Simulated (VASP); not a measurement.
Wanted: the native input for a VASP 6.6.1 run.

* Task: relaxation of cell and atoms
* Functional: PBEsol
* Potentials or basis: VASP PAW PBE potentials, release 64 (Cs_sv, Sn_d, Br)
* Cutoff: 500 eV
* k mesh: 8 × 8 × 8
* Occupations: gaussian, width 0.1 eV
* Spin: no spin polarisation
* Target pressure: 12 GPa
* Dipole correction: no
* Further INCAR settings: ALGO = Normal; EDIFF = 1e-07; IBRION = 2; EDIFFG = -0.008; NSW = 70; ISIF = 3

The structure of CsSnBr3 lies in POSCAR:

```
CsSnBr3
1.0
    5.3705529594      0.0000000000      0.0000000000
    0.0000000000      5.3705529594      0.0000000000
    0.0000000000      0.0000000000      5.3705529594
Cs Sn Br
1 1 3
Direct
    0.0000000000      0.0000000000      0.0000000000
    0.5000000000      0.5000000000      0.5000000000
    0.5000000000      0.0000000000      0.5000000000
    0.5000000000      0.5000000000      0.0000000000
    0.0000000000      0.5000000000      0.5000000000
```

The input as run:

INCAR

```
ALGO = Normal ; EDIFF = 1E-7
EDIFFG = -0.008 ; ENCUT = 500
GGA = PS ; GGA_COMPAT = F
IBRION = 2 ; ISIF = 3
ISMEAR = 0 ; LASPH = T
LCHARG = F ; LREAL = F
LWAVE = F ; NELM = 120
NELMIN = 4 ; NSW = 70
PREC = Accurate ; PSTRESS = 120.0
SIGMA = 0.1
```

KPOINTS

```
k-points
0
Gamma
  8 8 8
```

Potentials or basis: VASP PAW PBE potentials, release 64 (Cs_sv, Sn_d, Br).

Launch:

```console
$ cat potpaw_PBE.64/Cs_sv/POTCAR potpaw_PBE.64/Sn_d/POTCAR potpaw_PBE.64/Br/POTCAR > POTCAR
$ mpirun -np 1 vasp_std > vasp.out
```

Results of the run:

| Property | Result |
| --- | --- |
| Relaxed volume | 28.89 Å³/atom |
| Relaxed cell | a = 5.247 Å, b = 5.247 Å, c = 5.247 Å, α = 90.00°, β = 90.00°, γ = 90.00° |
| Space group after relaxing (to 0.1 Å) | Pm-3m (No. 221) |
| Energy change on relaxing (the run minimises the enthalpy) | +127.0 meV/atom |
| Ionic steps | 3 |
| Pressure after relaxing | 12.0 GPa |
| Band gap on the k mesh | zero (bands 22 and 23 overlap by 0.06 eV) |

Caveat: the cell is relaxed towards a set pressure, so the run minimises the enthalpy, not the energy; semilocal functionals underestimate gaps, and a narrow one can read as zero; the PAW data sets were made with another functional, which shifts forces and pressure a little; spin-orbit coupling is left out, which moves the levels of the heavy elements.

Run time: 6.5 min on 1 thread of Intel(R) Xeon(R) 6975P-C (Granite Rapids), on a shared host, peak memory 0.33 GiB.
